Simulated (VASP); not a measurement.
A run of VASP 6.6.1:

Contents of INCAR:

```
SYSTEM = Ti2C
PREC     = Accurate       ! precision mode
ENCUT    = 520            ! plane-wave cutoff, eV
EDIFF    = 1E-6           ! SCF threshold, eV
ISMEAR   = -1             ! smearing method
SIGMA    = 0.05           ! smearing width, eV
LREAL    = .FALSE.        ! projectors in reciprocal space
LASPH    = .TRUE.         ! aspherical terms in the spheres
NELM     = 80             ! most SCF steps
ALGO     = Normal         ! electronic algorithm
ISIF     = 2              ! what is computed and relaxed
LWAVE    = .FALSE.        ! write WAVECAR
LCHARG   = .TRUE.         ! write CHGCAR
GGA      = PS             ! functional
LELF     = .TRUE.         ! ELF
LVHAR    = .TRUE.       
NBANDS   = 21             ! bands
```

Contents of KPOINTS:

```
regular mesh
0
G
  10 10 10
  0 0 0
```

File POSCAR:

```
Ti2C
1.0
    1.5198753828      0.8775004613      4.7487109334
   -1.5198753828      0.8775004613      4.7487109334
    0.0000000000     -1.7550009228      4.7487109334
Ti C
2 1
Direct
    0.7545021700      0.7545021700      0.7545021700
    0.2454978300      0.2454978300      0.2454978300
    0.5000000000      0.5000000000      0.5000000000
```

Potentials or basis: VASP PAW PBE potentials, release 64 (Ti_sv, C).

Launch:

```console
$ cat potpaw_PBE.64/Ti_sv/POTCAR potpaw_PBE.64/C/POTCAR > POTCAR
$ mpirun -np 1 vasp_std > vasp.out
```

Hardware: 1 thread of Intel(R) Xeon(R) 6975P-C (Granite Rapids) (shared host).

Question: Estimate the wall time of this run.

Answer: Run time: 85 s on 1 thread of Intel(R) Xeon(R) 6975P-C (Granite Rapids) (shared host), peak memory 0.29 GiB. Counts: scf iterations 14, k points 116.
